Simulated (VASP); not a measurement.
ScIn3Rh, 5 atoms in the cell. Symmetry: Pm-3m, No. 221, cubic system. Conventional cell: a = 4.446 Å, b = 4.446 Å, c = 4.446 Å, α = 90.00°, β = 90.00°, γ = 90.00°. Within 4.1 Å of Sc (site symmetry m-3m) lie 12 In at 3.14 Å and 8 Rh at 3.85 Å. Within 2.9 Å of In (site symmetry 4/mmm) lie 2 Rh at 2.22 Å. Rh (site symmetry m-3m) has 6 In at 2.22 Å within 2.9 Å. The cell was generated, and may not be a known phase.

| Item | Value |
| --- | --- |
| Program | VASP 6.6.1 |
| Task | single point |
| Functional | PBE |
| Potentials or basis | VASP PAW PBE potentials, release 64 (Sc_sv, In_d, Rh_pv) |
| Cutoff | 500 eV |
| k mesh | 4 × 4 × 4 |
| Occupations | gaussian, width 0.1 eV |
| Spin | no spin polarisation |
| Dipole correction | no |
| Further INCAR settings | ALGO = Normal; EDIFF = 1e-06; NBANDS = 40 |

Potentials or basis: VASP PAW PBE potentials, release 64 (Sc_sv, In_d, Rh_pv).

The run is started by

```sh
$ cat potpaw_PBE.64/Sc_sv/POTCAR potpaw_PBE.64/In_d/POTCAR potpaw_PBE.64/Rh_pv/POTCAR > POTCAR
$ mpirun -np 1 vasp_std > vasp.out
```

Hardware: 1 thread of Oxide Virtual Turin-like Processor, with other jobs on the host.

Problem. Estimate the wall time of this run.

Solution. Wall time 49 s on 1 thread of Oxide Virtual Turin-like Processor, on a shared host, peak memory 0.15 GiB. Counts: scf iterations 17, k points 10.
